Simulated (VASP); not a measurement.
MgS:

```
CELL_PARAMETERS angstrom
4.00000 0.00000 0.00000
-2.00000 3.46410 0.00000
0.00000 0.00000 6.53200
ATOMIC_POSITIONS crystal
Mg 0.33333 0.66667 0.00000
Mg 0.66667 0.33333 0.50000
S 0.33333 0.66667 0.37500
S 0.66667 0.33333 0.87500
```

| Item | Value |
| --- | --- |
| Program | VASP 6.6.1 |
| Task | relaxation of cell and atoms |
| Functional | LDA |
| Potentials or basis | VASP PAW LDA potentials, release 64 (Mg, S) |
| Cutoff | 600 eV |
| k mesh | 7 × 7 × 4 |
| Occupations | methfessel-paxton, width 0.01 eV |
| Spin | no spin polarisation |

At the start: pressure -2.2 GPa; volume 22.63 Å³/atom.

Task: How do energy, volume and symmetry change on relaxing?

Result: Over 5 steps the energy falls by 7.0 meV/atom and the volume is 21.77 Å³/atom (-3.8 %); space group P6_3mc (No. 186, to 0.1 Å) before and after.

The path:
```tsv
step	energy change (eV)	largest force (eV/Å)	pressure (GPa)	volume (Å³)
1	0.0000	0.0571	-2.23	90.51
2	-0.0247	0.0562	0.48	86.45
3	-0.0255	0.0556	0.04	87.04
4	-0.0264	0.0454	0.04	87.04
5	-0.0282	0.0176	0.01	87.07
```

Final structure:
```xyz
4
Lattice="3.9659 0.0000 0.0000 -1.9829 3.4346 0.0000 0.0000 0.0000 6.3922" Properties=species:S:1:pos:R:3 pbc="T T T"
Mg    0.0000    2.2897    6.3794
Mg    1.9829    1.1449    3.1833
S     0.0000    2.2897    2.4098
S     1.9829    1.1449    5.6059
```
